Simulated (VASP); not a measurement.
# Mg3Te (Pm-3m) in VASP: a series of runs

Runs on Mg3Te. Level: PBE. Tasks: single point, relaxation of cell and atoms.

Everything below comes from runs of VASP 6.6.1. Logs are shortened: lines on timing, memory, paths and dates and some standing lists are left out, and cuts for length are marked.

### 1 The cell of the first run

The structure is cubic, space group Pm-3m (No. 221). Conventional cell: a = 4.744 Å, b = 4.744 Å, c = 4.744 Å, α = 90.00°, β = 90.00°, γ = 90.00°. Mg (site symmetry 4/mmm) has 8 Mg at 3.35 Å and 4 Te at 3.35 Å within 4.4 Å. Te (site symmetry m-3m) has 12 Mg at 3.35 Å within 4.4 Å.

### 2 Single point, PBE

The input, INCAR:

```
ALGO = Normal
EDIFF = 1E-6
ENCUT = 520
GGA = PE
ISIF = 2
ISMEAR = 0
LASPH = True
LCHARG = True
LELF = True
LREAL = False
LVHAR = True
LWAVE = False
NBANDS = 14
NELM = 60
PREC = Accurate
SIGMA = 0.1
```

The input, KPOINTS:

```
k-points
0
Gamma
  4 4 4
```

The input, POSCAR:

```
Mg3Te
1.0
    4.7441823300      0.0000000000      0.0000000000
    0.0000000000      4.7441823300      0.0000000000
    0.0000000000      0.0000000000      4.7441823300
Mg Te
3 1
Direct
    0.0000000000      0.5000000000      0.5000000000
    0.5000000000      0.0000000000      0.5000000000
    0.5000000000      0.5000000000      0.0000000000
    0.0000000000      0.0000000000      0.0000000000
```

Potentials or basis: VASP PAW PBE potentials, release 64 (Mg, Te).

On the command line:

```console
> cat potpaw_PBE.64/Mg/POTCAR potpaw_PBE.64/Te/POTCAR > POTCAR
> mpirun -np 1 vasp_std > vasp.out
```

OUTCAR:

```text
EDIFF = 1E-6
   ENCUT = 520
   GGA = PE
   ISIF = 2
   ISMEAR = 0
   LASPH = True
   LREAL = False
   NELM = 60
   PREC = Accurate

 ion  position               nearest neighbor table
   1  0.000  0.500  0.500-   2 3.35   3 3.35   4 3.35   3 3.35   4 3.35   2 3.35   4 3.35   4 3.35
                             2 3.35   3 3.35   3 3.35   2 3.35
   2  0.500  0.000  0.500-   1 3.35   3 3.35   4 3.35   3 3.35   4 3.35   1 3.35   3 3.35   3 3.35
                             1 3.35   4 3.35   4 3.35   1 3.35
   3  0.500  0.500  0.000-   1 3.35   2 3.35   4 3.35   1 3.35   2 3.35   2 3.35   4 3.35   2 3.35
                             1 3.35   4 3.35   1 3.35   4 3.35
   4  0.000  0.000  0.000-   1 3.35   2 3.35   3 3.35   1 3.35   2 3.35   1 3.35   3 3.35   1 3.35
                             2 3.35   3 3.35   2 3.35   3 3.35

  LATTYP: Found a simple cubic cell.
 ALAT       =     4.7441823300

  Lattice vectors:

 A1 = (   4.7441823300,   0.0000000000,   0.0000000000)
 A2 = (   0.0000000000,   4.7441823300,   0.0000000000)
 A3 = (   0.0000000000,   0.0000000000,   4.7441823300)

Analysis of symmetry for initial positions (statically):
=====================================================================
 Subroutine PRICEL returns:
 Original cell was already a primitive cell.

 Routine SETGRP: Setting up the symmetry group for a
 simple cubic supercell.

 Subroutine GETGRP returns: Found 48 space group operations
 (whereof 48 operations were pure point group operations)
 out of a pool of 48 trial point group operations.

The static configuration has the point symmetry O_h .

Analysis of symmetry for dynamics (positions and initial velocities):
=====================================================================
 Subroutine PRICEL returns:
 Original cell was already a primitive cell.

 Routine SETGRP: Setting up the symmetry group for a
 simple cubic supercell.

 Subroutine GETGRP returns: Found 48 space group operations
 (whereof 48 operations were pure point group operations)
 out of a pool of 48 trial point group operations.

The dynamic configuration has the point symmetry O_h .

 Subroutine INISYM returns: Found 48 space group operations
 (whereof 48 operations are pure point group operations),
 and found     1 'primitive' translations

----------------------------------------------------------------------------------------

                                     Primitive cell

  volume of cell :     106.7786

  direct lattice vectors                    reciprocal lattice vectors
     4.744182330  0.000000000  0.000000000     0.210784479  0.000000000  0.000000000
     0.000000000  4.744182330  0.000000000     0.000000000  0.210784479  0.000000000
     0.000000000  0.000000000  4.744182330     0.000000000  0.000000000  0.210784479

  length of vectors
     4.744182330  4.744182330  4.744182330     0.210784479  0.210784479  0.210784479

  position of ions in fractional coordinates (direct lattice)
     0.000000000  0.500000000  0.500000000
     0.500000000  0.000000000  0.500000000
     0.500000000  0.500000000  0.000000000
     0.000000000  0.000000000  0.000000000

  ion indices of the primitive-cell ions
   primitive index   ion index
                 1           1
                 2           2
                 3           3
                 4           4

----------------------------------------------------------------------------------------

 KPOINTS: k-points

Automatic generation of k-mesh.
 Grid dimensions read from file:
 generate k-points for:    4    4    4

 Generating k-lattice:

  Cartesian coordinates                     Fractional coordinates (reciprocal lattice)
     0.052696120  0.000000000  0.000000000     0.250000000  0.000000000  0.000000000
     0.000000000  0.052696120  0.000000000     0.000000000  0.250000000  0.000000000
     0.000000000  0.000000000  0.052696120     0.000000000  0.000000000  0.250000000

  Length of vectors
     0.052696120  0.052696120  0.052696120

  Shift w.r.t. Gamma in fractional coordinates (k-lattice)
     0.000000000  0.000000000  0.000000000

 Subroutine IBZKPT returns following result:
 ===========================================

 Found     10 irreducible k-points:

 Following reciprocal coordinates:
            Coordinates               Weight
  0.000000  0.000000  0.000000      1.000000
  0.250000  0.000000  0.000000      6.000000
  0.500000  0.000000  0.000000      3.000000
  0.250000  0.250000  0.000000     12.000000
  0.500000  0.250000  0.000000     12.000000
  0.500000  0.500000  0.000000      3.000000
  0.250000  0.250000  0.250000      8.000000
  0.500000  0.250000  0.250000     12.000000
  0.500000  0.500000  0.250000      6.000000
  0.500000  0.500000  0.500000      1.000000
   k-points           NKPTS =     10   k-points in BZ     NKDIM =     10   number of bands    NBANDS=     14
   number of dos      NEDOS =    301   number of ions     NIONS =      4
   total plane-waves  NPLWV =  46656
   dimension x,y,z NGX =    36 NGY =   36 NGZ =   36
   dimension x,y,z NGXF=    72 NGYF=   72 NGZF=   72
   ions per type =               3   1
   NGX,Y,Z   is equivalent  to a cutoff of  12.62, 12.62, 12.62 a.u.
   NGXF,Y,Z  is equivalent  to a cutoff of  25.23, 25.23, 25.23 a.u.
 SYSTEM =  unknown system
   PREC   = accura    normal or accurate (medium, high low for compatibility)
   ISTART =      0    job   : 0-new  1-cont  2-samecut
   ICHARG =      2    charge: 1-file 2-atom 10-const
   ISPIN  =      1    spin polarized calculation?
   LNONCOLLINEAR =      F non collinear calculations
   LSORBIT =      F    spin-orbit coupling
   LASPH  =      T    aspherical Exc in radial PAW
   ENCUT  =  520.0 eV  38.22 Ry    6.18 a.u.   8.82  8.82  8.82*2*pi/ulx,y,z
   NELM   =     60;   NELMIN=  2; NELMDL= -5     # of ELM steps
   EDIFF  = 0.1E-05   stopping-criterion for ELM
   LREAL  =      F    real-space projection
   EDIFFG = 0.1E-04   stopping-criterion for IOM
   NSW    =      0    number of steps for IOM
   IBRION =     -1    ionic relax: 0-MD 1-quasi-New 2-CG
   NFREE  =      0    steps in history (QN), initial steepest desc. (CG)
   ISIF   =      2    stress and relaxation
   ISYM   =      2    0-nonsym 1-usesym 2-fastsym
   POTIM  = 0.5000    time-step for ionic-motion
   TEBEG  =    0.0;   TEEND  =   0.0 temperature during run
   PSTRESS=    0.0 pullay stress
   NELECT =      12.0000    total number of electrons
   NUPDOWN=      -1.0000    fix difference up-down
   EMIN   =  10.00;   EMAX   =-10.00  energy-range for DOS
   EFERMI =   0.00;   METHOD = LEGACY
   ISMEAR =     0;   SIGMA  =   0.10  broadening in eV -4-tet -1-fermi 0-gaus
   EFERMI_NEDOS =   21; number of points for ismear=-14 and -15
   IALGO  =     38    algorithm
   IMIX   =      4    mixing-type and parameters
     AMIX     =   0.40;   BMIX     =  1.00
     AMIX_MAG =   1.60;   BMIX_MAG =  1.00
  volume/ion in A,a.u.               =      26.69       180.14
  Fermi-wavevector in a.u.,A,eV,Ry     =   0.790024  1.492930  8.491922  0.624139
  Thomas-Fermi vector in A             =   1.895283
   LORBIT       =      0    0 simple, 1 ext, 2 COOP (PROOUT), +10 PAW based schemes
   GGA     = PE    functional components
   LHFCALC =     F    Hartree Fock is set to
   AEXX    =    0.0000 exact exchange contribution
   IVDW    =     0    specifies the selected vdW correction
   LEPSILON=     F    determine dielectric tensor
   LRPA    =     F    only Hartree local field effects (RPA)
 non-spin polarized calculation
 Gauss-broadening in eV      SIGMA  =   0.10
  energy-cutoff  :      520.00
  volume of cell :      106.78
 maximum number of plane-waves:      2897
 NGX is ok and might be reduce to    36
   NGX = 17   NGY = 17   NGZ = 17

 number of electron      11.9999999 magnetization

 Free energy of the ion-electron system (eV)
  ---------------------------------------------------
  ext. energy  EPLUGINS =         0.00000000
  ---------------------------------------------------
  free energy    TOTEN  =        -8.27321000 eV

  energy without entropy =       -8.25201758  energy(sigma->0) =       -8.26261379

 E-fermi :   4.0554     XC(G=0):  -8.6003

 val. band max:        4.0472824410   @ k =   0.0000   0.0000   0.0000
 cond. band min:       4.0593278200   @ k =   0.2500   0.2500   0.2500
 fundamental gap:      0.0120453790
 Fermi energy:         4.0553558464

 k-point     1 :       0.0000    0.0000    0.0000
  band No.  band energies     occupation
      1      -8.0141      2.00000
      2      -0.1670      2.00000
      3       0.7215      2.00000
      4       0.7215      2.00000
      5       0.7215      2.00000
      6       4.0473      1.09090
      7       4.0473      1.09090
      8       6.7666      0.00000
      9       6.7666      0.00000
     10       6.7666      0.00000
     11       8.6277      0.00000
     12       8.9961      0.00000
     13       8.9961      0.00000
     14       8.9961      0.00000

 k-point     2 :       0.2500    0.0000    0.0000
  band No.  band energies     occupation
      1      -7.8988      2.00000
      2      -1.3180      2.00000
      3       0.9185      2.00000
      4       0.9185      2.00000
      5       1.3544      2.00000
      6       4.4365      0.00000
      7       4.5886      0.00000
      8       5.6819      0.00000
      9       5.6819      0.00000
     10       6.4117      0.00000
     11       7.7299      0.00000
     12       8.5596      0.00000
     13       8.5596      0.00000
     14       9.3829      0.00000
[... 105 lines left out ...]
      1      -7.4940      2.00000
      2      -0.8069      2.00000
      3      -0.8069      2.00000
      4       0.3464      2.00000
      5       0.9775      2.00000
      6       3.3645      2.00000
      7       3.3645      2.00000
      8       4.1646      0.12222
      9       6.5886      0.00000
     10       8.3641      0.00000
     11       8.3641      0.00000
     12      10.4356      0.00000
     13      10.8515      0.00000
     14      10.8515      0.00000

 k-point    10 :       0.5000    0.5000    0.5000
  band No.  band energies     occupation
      1      -7.4091      2.00000
      2      -0.3755      2.00000
      3      -0.3755      2.00000
      4      -0.3755      2.00000
      5       2.1809      2.00000
      6       2.1809      2.00000
      7       2.1809      2.00000
      8       2.1865      2.00000
      9       9.1078      0.00000
     10       9.1078      0.00000
     11       9.1078      0.00000
     12      11.9070      0.00000
     13      13.0100      0.00000
     14      13.0100      0.00000

------------------------ aborting loop because EDIFF is reached ----------------------------------------

  FORCE on cell =-STRESS in cart. coord.  units (eV):
  Direction    XX          YY          ZZ          XY          YZ          ZX
  --------------------------------------------------------------------------------------
  -------------------------------------------------------------------------------------
  Total       -1.9424924     -1.9424924     -1.9424924      0.0000000      0.0000000     -0.0000000
  in kB      -29.1464593    -29.1464593    -29.1464593      0.0000000      0.0000000     -0.0000000
  external PRESSURE =     -29.1464593 kB  Pullay stress =       0.0000000 kB

 VOLUME and BASIS-vectors are now :
 -----------------------------------------------------------------------------
  energy-cutoff  :      520.00
  volume of cell :      106.78
      direct lattice vectors                 reciprocal lattice vectors
     4.744182330  0.000000000  0.000000000     0.210784479  0.000000000  0.000000000
     0.000000000  4.744182330  0.000000000     0.000000000  0.210784479  0.000000000
     0.000000000  0.000000000  4.744182330     0.000000000  0.000000000  0.210784479

 POSITION                                       TOTAL-FORCE (eV/Angst)
 -----------------------------------------------------------------------------------
      0.00000      2.37209      2.37209         0.000000      0.000000      0.000000
      2.37209      0.00000      2.37209         0.000000      0.000000      0.000000
      2.37209      2.37209      0.00000         0.000000      0.000000      0.000000
      0.00000      0.00000      0.00000         0.000000      0.000000      0.000000
 -----------------------------------------------------------------------------------
    total drift:                                0.000000     -0.000000     -0.000000

  FREE ENERGIE OF THE ION-ELECTRON SYSTEM (eV)
  ---------------------------------------------------
  free  energy   TOTEN  =        -8.2732099973 eV

  energy  without entropy=       -8.2520175758  energy(sigma->0) =       -8.26261379
```

Run time: 21 s. Hardware: 1 thread of Intel Xeon 6975P-C, shared host; peak memory 0.21 GiB.

Results:

```
Free energy            : -8.2732 eV
Pressure               : -2.9 GPa
Band gap on the k mesh : zero (band 6 reaches 4.49 eV, above the bottom of band 7 at 2.18 eV)
```

Levels at points of the mesh, in eV from the Fermi level:
```csv
k point,band 3,band 4,band 5,band 6,band 7,band 8,band 9,band 10
"(0.00, 0.00, 0.00)",-3.33,-3.33,-3.33,-0.01,-0.01,2.71,2.71,2.71
"(0.50, 0.00, 0.00)",-2.89,-2.89,-1.96,-0.66,0.77,0.77,1.20,2.14
"(0.50, 0.50, 0.00)",-5.16,-3.48,-2.55,0.43,1.45,1.45,2.17,2.17
"(0.50, 0.50, 0.50)",-4.43,-4.43,-1.87,-1.87,-1.87,-1.87,5.05,5.05
```

Caveat: spin-orbit coupling is left out, which moves the levels of the heavy elements.

### 3 Single point, PBE

This run uses another cell than the first one, of 24.62 Å³/atom, 0.922 times its volume.

The input, INCAR:

```
SYSTEM = Mg3Te
PREC = Accurate
ENCUT = 520
EDIFF = 1E-6
ISMEAR = 0
SIGMA = 0.1
LREAL = .False.
LASPH = .True.
NELM = 100
ALGO = Fast
ISIF = 2
LWAVE = .False.
LCHARG = .False.
GGA = PE
NBANDS = 14
```

The input, KPOINTS:

```
regular mesh
0
Gamma
  10 10 10
  0 0 0
```

The input, POSCAR:

```
Mg3Te
1.0
    4.6181606470      0.0000000000      0.0000000000
    0.0000000000      4.6181606470      0.0000000000
    0.0000000000      0.0000000000      4.6181606470
Mg Te
3 1
Direct
    0.0000000000      0.5000000000      0.5000000000
    0.5000000000      0.0000000000      0.5000000000
    0.5000000000      0.5000000000      0.0000000000
    0.0000000000      0.0000000000      0.0000000000
```

Potentials or basis: VASP PAW PBE potentials, release 64 (Mg, Te).

On the command line:

```console
> cat potpaw_PBE.64/Mg/POTCAR potpaw_PBE.64/Te/POTCAR > POTCAR
> mpirun -np 1 vasp_std > vasp.out
```

Wall time 93 s (1 thread of Intel Xeon 6975P-C, shared host); peak memory 0.25 GiB.

It converged, with:

```yaml
Free_energy: -8.2478 eV
Pressure: -0.1 GPa
Band_gap_on_the_k_mesh: zero (band 6 reaches 5.43 eV, above the bottom of band 7 at 2.71 eV)
```

Levels at points of the mesh, in eV from the Fermi level:
```tsv
k point	band 4	band 5	band 6	band 7	band 8	band 9
(0.00, 0.00, 0.00)	-3.53	-3.53	-0.05	-0.05	2.97	2.97
(0.50, 0.00, 0.00)	-3.05	-1.84	-0.64	0.75	0.75	1.08
(0.50, 0.50, 0.00)	-3.64	-2.67	0.49	1.74	1.74	2.19
(0.50, 0.50, 0.50)	-4.75	-1.98	-1.92	-1.92	-1.92	5.58
```

Caveat: spin-orbit coupling is left out, which moves the levels of the heavy elements.

(Continued in part 2 of 2.)
